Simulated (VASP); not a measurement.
# Si (P6/mmm) in VASP: notebook, part 2 of 2

VASP 6.6.1. Earlier steps stand in the parts before.

**4. Single point, LDA (volume scaled by 1.08)**

INCAR reads:

```
PREC = Accurate ; ENCUT = 520
EDIFF = 1E-6 ; ISMEAR = -1
SIGMA = 0.1 ; LREAL = F
LASPH = T ; NELM = 80
ALGO = Normal ; ISIF = 2
LWAVE = F ; LCHARG = F
NBANDS = 13
```

KPOINTS reads:

```
regular mesh
0
Gamma
  11 11 16
```

POSCAR reads:

```
Si
1.0
    4.5328419437      0.0000000000      0.0000000000
   -2.2664209719      3.9255562746      0.0000000000
    0.0000000000      0.0000000000      2.5997497481
Si
3
Direct
    1.0000000000      0.0000000000      0.0000000000
    0.3333333333      0.6666666667      0.5000000000
    0.6666666667      0.3333333333      0.5000000000
```

Potentials or basis: VASP PAW LDA potentials, release 64 (Si).

Command:

```console
> cat potpaw_LDA.64/Si/POTCAR > POTCAR
> mpirun -np 1 vasp_std > vasp.out
```

OUTCAR:

```text
PREC = Accurate
   ENCUT = 520
   EDIFF = 1E-6
   ISMEAR = -1
   LREAL = F
   LASPH = T
   NELM = 80
   ISIF = 2

 ion  position               nearest neighbor table
   1  0.000  0.000  0.000-   2 2.92   3 2.92   2 2.92   3 2.92   3 2.92   3 2.92   2 2.92   2 2.92
                             3 2.92   3 2.92   2 2.92   2 2.92
   2  0.333  0.667  0.500-   3 2.62   3 2.62   3 2.62   1 2.92   1 2.92   1 2.92   1 2.92   1 2.92
                             1 2.92
   3  0.667  0.333  0.500-   2 2.62   2 2.62   2 2.62   1 2.92   1 2.92   1 2.92   1 2.92   1 2.92
                             1 2.92

  LATTYP: Found a hexagonal cell.
 ALAT       =     4.5328419437
 C/A-ratio  =     0.5735363775

  Lattice vectors:

 A1 = (   4.5328419437,   0.0000000000,   0.0000000000)
 A2 = (  -2.2664209719,   3.9255562746,   0.0000000000)
 A3 = (   0.0000000000,   0.0000000000,   2.5997497481)

Analysis of symmetry for initial positions (statically):
=====================================================================
 Subroutine PRICEL returns:
 Original cell was already a primitive cell.

 Routine SETGRP: Setting up the symmetry group for a
 hexagonal supercell.

 Subroutine GETGRP returns: Found 24 space group operations
[... 185 lines left out ...]
     10      19.0868      0.00000
     11      19.0868      0.00000
     12      20.7823      0.00000
     13      20.9480      0.00000
[... 354 lines left out ...]
  band No.  band energies     occupation
      1      -3.9082      2.00000
      2       1.0948      2.00000
      3       1.8859      2.00000
      4       4.5059      2.00000
      5       6.0587      2.00000
      6       8.5572      1.99674
      7       9.3076      0.50483
      8      13.8137      0.00000
      9      15.1913      0.00000
     10      17.0411      0.00000
     11      18.0825      0.00000
     12      18.8924      0.00000
     13      18.9969      0.00000

 [... further k-points ...]

------------------------ aborting loop because EDIFF is reached ----------------------------------------

  FORCE on cell =-STRESS in cart. coord.  units (eV):
  Direction    XX          YY          ZZ          XY          YZ          ZX
  --------------------------------------------------------------------------------------
  -------------------------------------------------------------------------------------
  Total       -1.7717878     -1.7717878     -2.1668165      0.0000000      0.0000000     -0.0000000
  in kB      -61.3647481    -61.3647481    -75.0463176      0.0000000      0.0000000     -0.0000000
  external PRESSURE =     -65.9252713 kB  Pullay stress =       0.0000000 kB

 VOLUME and BASIS-vectors are now :
 -----------------------------------------------------------------------------
  energy-cutoff  :      520.00
  volume of cell :       46.26
      direct lattice vectors                 reciprocal lattice vectors
     4.532841944  0.000000000  0.000000000     0.220612148  0.127370483  0.000000000
    -2.266420972  3.925556275  0.000000000     0.000000000  0.254740967  0.000000000
     0.000000000  0.000000000  2.599749748     0.000000000  0.000000000  0.384652408

 POSITION                                       TOTAL-FORCE (eV/Angst)
 -----------------------------------------------------------------------------------
      0.00000      0.00000      0.00000        -0.000000      0.000000     -0.000000
     -0.00000      2.61704      1.29987        -0.000000      0.000000     -0.000000
      2.26642      1.30852      1.29987         0.000000     -0.000000      0.000000
 -----------------------------------------------------------------------------------
    total drift:                               -0.000000     -0.000000     -0.000000

  FREE ENERGIE OF THE ION-ELECTRON SYSTEM (eV)
  ---------------------------------------------------
  free  energy   TOTEN  =       -16.5752342303 eV

  energy  without entropy=      -16.5321383121  energy(sigma->0) =      -16.55368627
```

stdout:

```text
POSCAR found type information on POSCAR Si
 POSCAR found :  1 types and       3 ions
 scaLAPACK will be used
 LDA part: xc-table for (Slater(with rela. corr.)+CA(PZ))
 , standard interpolation
 POSCAR, INCAR and KPOINTS ok, starting setup
 FFT: planning ... GRIDC
 FFT: planning ... GRID_SOFT
 FFT: planning ... GRID
 WAVECAR not read
 entering main loop
```

Wall time 2.1 min (1 thread of AMD EPYC 7R13, shared host); peak memory 0.16 GiB.

Results:

```yaml
Free_energy: -16.5752 eV
Pressure: -6.6 GPa
Band_gap_on_the_k_mesh: zero (band 6 reaches 11.71 eV, above the bottom of band 7 at 5.14 eV)
```

Caveat: the cell differs from its parent crystal (volume scaled by 1.08).

**5. Relaxation of cell and atoms, LDA**

This run uses another cell than the first one, of 15.02 Å³/atom, 1.052 times its volume.

INCAR reads:

```
ALGO = Normal
EDIFF = 1E-6
EDIFFG = -0.01
ENCUT = 600
IBRION = 2
ISIF = 3
ISMEAR = -1
LASPH = T
LCHARG = F
LREAL = F
LWAVE = F
NELM = 100
NSW = 80
PREC = Accurate
SIGMA = 0.1
```

KPOINTS reads:

```
k-points
0
Gamma
  8 8 12
```

POSCAR reads:

```
Si
1.0
    4.3942991671      0.0000000000      0.0000000000
   -2.1971495836      3.8055747106      0.0000000000
    0.0000000000      0.0000000000      2.6937053894
Si
3
Direct
    0.0000000000      0.0000000000      0.0000000000
    0.3333333333      0.6666666667      0.5000000000
    0.6666666667      0.3333333333      0.5000000000
```

Potentials or basis: VASP PAW LDA potentials, release 64 (Si).

Command:

```console
> cat potpaw_LDA.64/Si/POTCAR > POTCAR
> mpirun -np 1 vasp_std > vasp.out
```

OUTCAR:

```text
EDIFF = 1E-6
   EDIFFG = -0.01
   ENCUT = 600
   IBRION = 2
   ISIF = 3
   ISMEAR = -1
   LASPH = T
   LREAL = F
   NELM = 100
   NSW = 80
   PREC = Accurate

 ion  position               nearest neighbor table
   1  0.000  0.000  0.000-   2 2.87   3 2.87   2 2.87   3 2.87   3 2.87   3 2.87   2 2.87   2 2.87
                             3 2.87   3 2.87   2 2.87   2 2.87
   2  0.333  0.667  0.500-   3 2.54   3 2.54   3 2.54   1 2.87   1 2.87   1 2.87   1 2.87   1 2.87
                             1 2.87
   3  0.667  0.333  0.500-   2 2.54   2 2.54   2 2.54   1 2.87   1 2.87   1 2.87   1 2.87   1 2.87
                             1 2.87

  LATTYP: Found a hexagonal cell.
 ALAT       =     4.3942991671
 C/A-ratio  =     0.6130000000

  Lattice vectors:

 A1 = (   4.3942991671,   0.0000000000,   0.0000000000)
[... 611 lines left out ...]

--------------------------------------- Ionic step        8  -------------------------------------------

 number of electron      12.0000001 magnetization

------------------------ aborting loop because EDIFF is reached ----------------------------------------
[... 69 lines left out ...]
--------------------------------------- Ionic step       10  -------------------------------------------

 number of electron      12.0000001 magnetization

 Free energy of the ion-electron system (eV)
  ---------------------------------------------------
  ext. energy  EPLUGINS =         0.00000000
  ---------------------------------------------------
  free energy    TOTEN  =       -16.65127138 eV

  energy without entropy =      -16.60959592  energy(sigma->0) =      -16.63043365

 E-fermi :  10.1363     XC(G=0): -11.3066

 val. band max:       10.1083462160   @ k =   0.1250   0.0000   0.3333
 cond. band min:      10.1698457412   @ k =   0.3750   0.1250   0.1667
 fundamental gap:      0.0614995252
 Fermi energy:        10.1363384894

 k-point     1 :       0.0000    0.0000    0.0000
  band No.  band energies     occupation
      1      -4.2223      2.00000
      2       4.7865      2.00000
      3       4.9754      2.00000
      4       5.6985      2.00000
      5       5.6985      2.00000
      6       5.7720      2.00000
      7       5.7720      2.00000
      8      16.4547      0.00000
      9      17.8384      0.00000
     10      20.9778      0.00000
[... 329 lines left out ...]
  FREE ENERGIE OF THE ION-ELECTRON SYSTEM (eV)
  ---------------------------------------------------
  free  energy   TOTEN  =       -16.6512713787 eV

  energy  without entropy=      -16.6095959210  energy(sigma->0) =      -16.63043365

 reached required accuracy - stopping structural energy minimisation
```

OSZICAR:

```text
N       E                     dE             d eps       ncg     rms          rms(c)
DAV:   1     0.159509959627E+02    0.15951E+02   -0.54193E+03  1400   0.110E+03
DAV:   2    -0.153684858319E+02   -0.31319E+02   -0.29630E+02  1872   0.128E+02
DAV:   3    -0.166326074892E+02   -0.12641E+01   -0.12329E+01  1904   0.230E+01
[... 65 lines left out ...]
       N       E                     dE             d eps       ncg     rms          rms(c)
DAV:   1    -0.166513066748E+02   -0.70725E-04   -0.18846E-03  1646   0.274E-01    0.327E-02
DAV:   2    -0.166512831481E+02    0.23527E-04   -0.53647E-05  1584   0.593E-02    0.180E-02
DAV:   3    -0.166512712895E+02    0.11859E-04   -0.27494E-05  1624   0.311E-02    0.184E-03
DAV:   4    -0.166512713787E+02   -0.89200E-07   -0.14590E-06   850   0.977E-03
  10 F= -.16651271E+02 E0= -.16630434E+02  d E =-.364147E-04
```

CONTCAR:

```text
Si
   1.00000000000000
     4.4179268909629510   -0.0000000000002566   -0.0000000000000000
    -2.2089634455319658    3.8260369196999400    0.0000000000000000
    -0.0000000000000000    0.0000000000000000    2.5349385096058388
  Si
     3
Direct
     0.0000000000000000    0.0000000000000000    0.0000000000000000
     0.3333333332999970    0.6666666667000030    0.5000000000000000
     0.6666666667000030    0.3333333332999970    0.5000000000000000

  0.00000000E+00  0.00000000E+00  0.00000000E+00
  0.00000000E+00  0.00000000E+00  0.00000000E+00
  0.00000000E+00  0.00000000E+00  0.00000000E+00
```

Wall time 4.8 min (1 thread of AMD EPYC 7R13, shared host); peak memory 0.14 GiB.

What came out:

```
Free energy                            : -16.6513 eV
Relaxed volume                         : 14.28 Å³/atom
Relaxed cell                           : a = 4.418 Å, b = 4.418 Å, c = 2.535 Å, α = 90.00°, β = 90.00°, γ = 120.00°
Space group after relaxing (to 0.05 Å) : P6/mmm (No. 191)
Energy gained by relaxing              : 28.8 meV/atom
Ionic steps                            : 10
Pressure after relaxing                : 0.0 GPa
Band gap on the k mesh                 : zero (band 6 reaches 12.35 eV, above the bottom of band 7 at 5.77 eV)
```

The path:
| step | energy change (eV) | largest force (eV/Å) | pressure (GPa) | volume (Å³) |
| --- | --- | --- | --- | --- |
| 1 | 0.0000 | 0.0000 | -4.87 | 45.05 |
| 2 | -0.0471 | 0.0000 | 1.49 | 42.13 |
| 3 | -0.0475 | 0.0000 | 0.86 | 42.38 |
| 4 | -0.0725 | 0.0000 | 1.45 | 42.17 |
| 5 | -0.0114 | 0.0000 | 5.16 | 41.40 |
| 6 | -0.0804 | 0.0000 | 2.08 | 42.00 |
| 7 | -0.0854 | 0.0000 | -0.72 | 43.20 |
| 8 | -0.0864 | 0.0000 | 0.06 | 42.84 |
| 9 | -0.0864 | 0.0000 | 0.09 | 42.82 |
| 10 | -0.0864 | 0.0000 | 0.03 | 42.85 |

Final structure:
```
CELL_PARAMETERS angstrom
4.41793 0.00000 0.00000
-2.20896 3.82604 0.00000
0.00000 0.00000 2.53494
ATOMIC_POSITIONS crystal
Si 0.00000 0.00000 0.00000
Si 0.33333 0.66667 0.50000
Si 0.66667 0.33333 0.50000
```

Levels at points of the mesh, in eV from the Fermi level:
| k point | band 2 | band 3 | band 4 | band 5 | band 6 | band 7 | band 8 | band 9 | band 10 |
| --- | --- | --- | --- | --- | --- | --- | --- | --- | --- |
| (0.00, 0.00, 0.00) | -5.35 | -5.16 | -4.44 | -4.44 | -4.36 | -4.36 | 6.32 | 7.70 | 10.84 |
| (0.50, 0.00, 0.00) | -11.87 | -7.38 | -6.75 | 1.79 | 1.94 | 2.38 | 2.69 | 5.60 | 7.40 |
| (0.00, 0.00, 0.50) | -8.37 | -0.80 | -0.58 | -0.53 | -0.53 | 0.38 | 0.94 | 0.94 | 1.02 |
| (0.50, 0.00, 0.50) | -6.78 | -6.03 | -5.97 | -2.17 | -2.11 | -1.97 | -0.65 | 5.77 | 5.81 |

**6. Overview**

| task | cell | k mesh | cutoff (eV) | gap on the mesh (eV) | pressure (GPa) |
| --- | --- | --- | --- | --- | --- |
| single point | a = 4.418, b = 4.418, c = 2.534 Å, angles 90.0, 90.0, 120.0°, 3 atoms | 11 × 11 × 16 | 520 | none | 0.1 |
| single point | a = 4.476, b = 4.476, c = 2.567 Å, angles 90.0, 90.0, 120.0°, 3 atoms | 11 × 11 × 16 | 520 | none | -3.6 |
| single point | a = 4.533, b = 4.533, c = 2.600 Å, angles 90.0, 90.0, 120.0°, 3 atoms | 11 × 11 × 16 | 520 | none | -6.6 |
| relaxation of cell and atoms | relaxed from a = 4.394, b = 4.394, c = 2.694 Å, angles 90.0, 90.0, 120.0°, 3 atoms | 8 × 8 × 12 | 600 | none | 0.0 |

Alike in all rows: level LDA; potentials or basis VASP PAW LDA potentials, release 64 (Si); no spin polarisation; smearing fermi-dirac 0.1 eV.

Absolute energies hang on the potentials; compare differences alone.
